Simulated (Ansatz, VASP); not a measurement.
Mo: VASP beside Ansatz

The input INCAR:

```
PREC     = Accurate       # precision mode
ENCUT    = 520            # plane-wave cutoff, eV
EDIFF    = 1E-6           # SCF threshold, eV
ISMEAR   = -1             # smearing method
SIGMA    = 0.05           # smearing width, eV
LREAL    = F              # projectors in reciprocal space
LASPH    = T              # aspherical terms in the spheres
NELM     = 100            # most SCF steps
ALGO     = Normal         # electronic algorithm
ISIF     = 2              # what is computed and relaxed
LWAVE    = F              # write WAVECAR
LCHARG   = T              # write CHGCAR
GGA      = CA             # functional
LELF     = T              # ELF
LVHAR    = T            
NBANDS   = 21             # bands
```

File KPOINTS:

```
Automatic mesh
0
Gamma
  12 12 7
```

Contents of POSCAR:

```
Mo
1.0
    2.8252342238      0.0000000000      0.0000000000
   -1.4126171119      2.4467246095      0.0000000000
    0.0000000000      0.0000000000      4.5768794426
Mo
2
Direct
    0.3133333333      0.6566666667      0.2350000000
    0.6866666667      0.3433333333      0.7650000000
```

Input for Ansatz:

```yaml
crystal:
  lattice:
    - [2.8252342238, 0.0, 0.0]
    - [-1.4126171119, 2.4467246095, 0.0]
    - [0.0, 0.0, 4.5768794426]
  atoms:
    - { symbol: Mo, position: [0.3133333333, 0.6566666667, 0.235] }
    - { symbol: Mo, position: [0.6866666667, 0.3433333333, 0.765] }
kpoints:
  mp_grid: { grid: [12, 12, 7] }
scf:
  occupations: { method: fermi_dirac, width: 0.05 }
hamiltonian:
  xc: lda
  pseudopotentials: { kind: all_electron, lapw: { basis_error: 0.001 } }
output:
  forces: true
  stress: true
  eigenvalues: true
  populations: true
```

Change from the starting cell: shortest bond scaled by 0.94, LAPW.

Alike in both runs: task single point; functional LDA; k mesh 12 × 12 × 7; occupations fermi-dirac, width 0.05 eV; no spin polarisation.

|  | VASP | Ansatz |
| --- | --- | --- |
| version | VASP 6.6.1 | Ansatz 0.2.0 |
| potentials or method | VASP PAW LDA potentials, release 64 (Mo_sv), cutoff 520 eV | all-electron LAPW, scalar-relativistic |

```tsv
	VASP	Ansatz	Ansatz less VASP
pressure (GPa)	-6.8	-7.7	-0.89
traceless stress, the component that is largest in VASP (GPa)	-1.50	-1.55	-0.049
rms of the force components (eV/Å)	0.717	0.707	-0.0102
```

LDA's correlation is that of Perdew and Zunger in VASP and of Perdew and Wang (1992) in Ansatz. Atom by atom the forces differ by 0.011 eV/Å (rms over components). Ansatz ran all-electron here, and VASP with PAW potentials.
